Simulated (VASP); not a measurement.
Crystal: InSb2.

```
In Sb
1.0
     5.16551    0.00000    0.00000
    -2.58276    4.47347    0.00000
     0.00000    0.00000    3.65864
In Sb
1 2
Cartesian
  0.0000 0.0000 0.0000
  2.5828 1.4912 1.8293
  0.0000 2.9823 1.8293
```

The cell was built from a structure type or drawn by symmetry, and may not be a known phase.

```yaml
Program: VASP 6.6.1
Task: relaxation of cell and atoms
Functional: PBE
Potentials_or_basis: VASP PAW PBE potentials, release 64 (In_d, Sb)
Cutoff: 600 eV
k_mesh: 12 × 12 × 12
Occupations: gaussian, width 0.1 eV
Spin: no spin polarisation
```

At the start: pressure 2.3 GPa; volume 28.18 Å³/atom.

**Question.** How do energy, volume and symmetry change on relaxing?

**Answer.** Over 14 steps the energy falls by 85.1 meV/atom and the volume is 28.38 Å³/atom (+0.7 %); space group P6/mmm (No. 191, to 0.1 Å) before and after.

The path:
| step | energy change (eV) | largest force (eV/Å) | pressure (GPa) | volume (Å³) |
| --- | --- | --- | --- | --- |
| 1 | 0.0000 | 0.0000 | 2.26 | 84.54 |
| 2 | -0.0917 | 0.0000 | -0.90 | 89.45 |
| 3 | -0.1006 | 0.0000 | -2.11 | 91.89 |
| 4 | -0.1763 | 0.0000 | -2.42 | 91.19 |
| 5 | -0.2028 | 0.0000 | -2.42 | 90.71 |
| 6 | -0.2196 | 0.0000 | -2.10 | 89.57 |
| 7 | -0.2505 | 0.0000 | 0.27 | 84.59 |
| 8 | -0.2508 | 0.0000 | 0.01 | 85.05 |
| 9 | -0.2527 | 0.0000 | 0.02 | 85.05 |
| 10 | -0.2552 | 0.0000 | 0.08 | 85.02 |
| 11 | -0.2552 | 0.0000 | 0.09 | 85.02 |
| 12 | -0.2552 | 0.0000 | 0.08 | 85.02 |
| 13 | -0.2552 | 0.0000 | -0.06 | 85.28 |
| 14 | -0.2553 | 0.0000 | 0.00 | 85.15 |

Final structure:
```xyz
3
Lattice="5.5136 0.0000 0.0000 -2.7568 4.7749 0.0000 0.0000 0.0000 3.2344" Properties=species:S:1:pos:R:3 pbc="T T T"
In    0.0000    0.0000    0.0000
Sb    2.7568    1.5916    1.6172
Sb    0.0000    3.1833    1.6172
```
